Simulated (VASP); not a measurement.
Write the native input for VASP 6.6.1 that does the following.

```
Task                   : single point
Functional             : LDA
Potentials or basis    : VASP PAW LDA potentials, release 64 (Cl)
Cutoff                 : 520 eV
k mesh                 : 15 × 15 × 15
Occupations            : fermi-dirac, width 0.08 eV
Spin                   : no spin polarisation
Dipole correction      : no
Further INCAR settings : ALGO = Normal; EDIFF = 1e-07; NBANDS = 10
```

The structure of Cl lies in POSCAR:

```
Cl
1.0
    2.5276397452      0.0000000000      0.0000000000
    0.0000000000      2.5276397452      0.0000000000
    0.0000000000      0.0000000000      2.5276397452
Cl
1
Direct
    0.0000000000      0.0000000000      0.0000000000
```

This cell differs from its parent crystal: volume scaled by 0.78.

The input as run:

INCAR

```
SYSTEM = Cl
  PREC = Accurate
  ENCUT = 520
  EDIFF = 1E-7
  ISMEAR = -1
  SIGMA = 0.08
  LREAL = .False.
  LASPH = .True.
  NELM = 60
  ALGO = Normal
  ISIF = 2
  LWAVE = .False.
  LCHARG = .False.
  GGA = CA
  NBANDS = 10
```

KPOINTS

```
Automatic mesh
0
Gamma
  15 15 15
  0 0 0
```

Potentials or basis: VASP PAW LDA potentials, release 64 (Cl).

Launch:

```bash
$ cat potpaw_LDA.64/Cl/POTCAR > POTCAR
$ mpirun -np 1 vasp_std > vasp.out
```

It gave:

| Quantity | Value |
| --- | --- |
| Pressure | 24.3 GPa |

Caveat: an odd number of electrons without spin polarisation forces a metal; a magnetic or distorted state may lie lower.

Run time: 4.9 s on 1 thread of Intel(R) Xeon(R) 6975P-C (Granite Rapids) (shared host), peak memory 0.12 GiB.
